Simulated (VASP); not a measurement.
Here is a VASP 6.6.1 calculation.

INCAR

```
SYSTEM = MgAsIr3
ALGO = Normal
EDIFF = 1E-6
ENCUT = 750
GGA = PE
GGA_COMPAT = .False.
ISIF = 2
ISMEAR = 0
LASPH = .True.
LCHARG = .False.
LREAL = .False.
LWAVE = .False.
NBANDS = 46
NELM = 120
PREC = Accurate
SIGMA = 0.1
```

Contents of KPOINTS:

```
k-points
0
Gamma
  4 4 4
  0 0 0
```

The input POSCAR:

```
MgAsIr3
1.0
    4.4168430300      0.0000000000      0.0000000000
    0.0000000000      4.4168430300      0.0000000000
    0.0000000000      0.0000000000      4.4168430300
Mg As Ir
1 1 3
Direct
    0.0000000000      0.0000000000      0.0000000000
    0.5000000000      0.5000000000      0.5000000000
    0.5000000000      0.5000000000      0.0000000000
    0.0000000000      0.5000000000      0.5000000000
    0.5000000000      0.0000000000      0.5000000000
```

Potentials or basis: VASP PAW PBE potentials, release 64 (Mg_sv, As_d, Ir_sv_GW).

Run with:

```sh
$ cat potpaw_PBE.64/Mg_sv/POTCAR potpaw_PBE.64/As_d/POTCAR potpaw_PBE.64/Ir_sv_GW/POTCAR > POTCAR
$ mpirun -np 1 vasp_std > vasp.out
```

Question: What does it give for the band gap on the k mesh?

Answer: Zero (bands 38 and 39 overlap by 0.20 eV).

Question: What does it give for the pressure?

Answer: 17.6 GPa.

Caveat: the cell stands under pressure; spin-orbit coupling is left out, which moves the levels of the heavy elements.
